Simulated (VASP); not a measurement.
Set up this calculation in VASP 6.6.1, as the native input.

- Task: single point
- Functional: PBE
- Potentials or basis: VASP PAW PBE potentials, release 64 (Al, Ni)
- Cutoff: 520 eV
- k mesh: 16 × 16 × 14
- Occupations: gaussian, width 0.1 eV
- Spin: no spin polarisation
- Dipole correction: no
- Further INCAR settings: ALGO = Normal; EDIFF = 1e-06; NBANDS = 14

The structure of AlNi lies in POSCAR:

```
AlNi
1.0
    2.0427737219     -2.0427756319      0.0000000000
    2.0427737219      2.0427756319      0.0000000000
    0.0000000000      0.0000000000      2.9011738397
Al Ni
1 1
Direct
    0.0000000000      0.0000000000      0.0000000000
    0.5000000000      0.5000000000      0.5000000000
```

These files were run (other wordings do the same):

INCAR

```
  PREC = Accurate
  ENCUT = 520
  EDIFF = 1E-6
  ISMEAR = 0
  SIGMA = 0.1
  LREAL = False
  LASPH = True
  NELM = 100
  ALGO = Normal
  ISIF = 2
  LWAVE = False
  LCHARG = True
  GGA = PE
  LELF = True
  LVHAR = True
  NBANDS = 14
```

KPOINTS

```
Automatic mesh
0
Gamma
  16 16 14
```

Potentials or basis: VASP PAW PBE potentials, release 64 (Al, Ni).

The run is started by

```bash
$ cat potpaw_PBE.64/Al/POTCAR potpaw_PBE.64/Ni/POTCAR > POTCAR
$ mpirun -np 1 vasp_std > vasp.out
```

It gave:

The pressure is 0.0 GPa and the band gap on the k mesh is zero (an odd number of electrons rules out a gap without spin polarisation).

Run time: 30 s on 1 thread of Intel(R) Xeon(R) 6975P-C (Granite Rapids) (shared host), peak memory 0.24 GiB.
